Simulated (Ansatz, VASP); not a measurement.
CoReAs: VASP beside Ansatz

```
Co As Re
1.0
     6.22005    0.00000    0.00000
    -3.11002    5.38672    0.00000
     0.00000    0.00000    3.51970
Co As Re
3 3 3
Direct
  0.25570 0.00000 0.00000
  0.74430 0.74430 0.00000
  0.00000 0.25570 0.00000
  0.33330 0.66670 0.00000
  0.66670 0.33330 0.00000
  0.00000 0.00000 0.50000
  0.59000 0.00000 0.50000
  0.41000 0.41000 0.50000
  0.00000 0.59000 0.50000
```

Alike in both runs: task single point; functional PBE; k mesh 6 × 6 × 10; occupations fermi-dirac, width 0.0428 eV; no spin polarisation.

|  | VASP | Ansatz |
| --- | --- | --- |
| version | VASP 6.6.1 | Ansatz 0.2.0 |
| potentials or method | VASP PAW PBE potentials, release 64 (Co, As, Re), cutoff 520 eV | PAW plane waves |
| valence electrons in the cell | 63 | 141 |

```csv
,VASP,Ansatz,Ansatz less VASP
pressure (GPa),3.0,2.3,-0.69
"traceless stress, the component that is largest in VASP (GPa)",18.21,18.29,+0.086
rms of the force components (eV/Å),0.102,0.104,+0.0021
```

Atom by atom the forces differ by 0.006 eV/Å (rms over components). The functional is the same, so the differences come from potentials, cutoffs and numerics. VASP's potentials hold 63 valence electrons a cell and Ansatz's 141, so a difference there can come from the potentials and not from the codes. Ansatz's warnings: structure snapped to symmetry.

Neither program's run includes spin-orbit coupling.
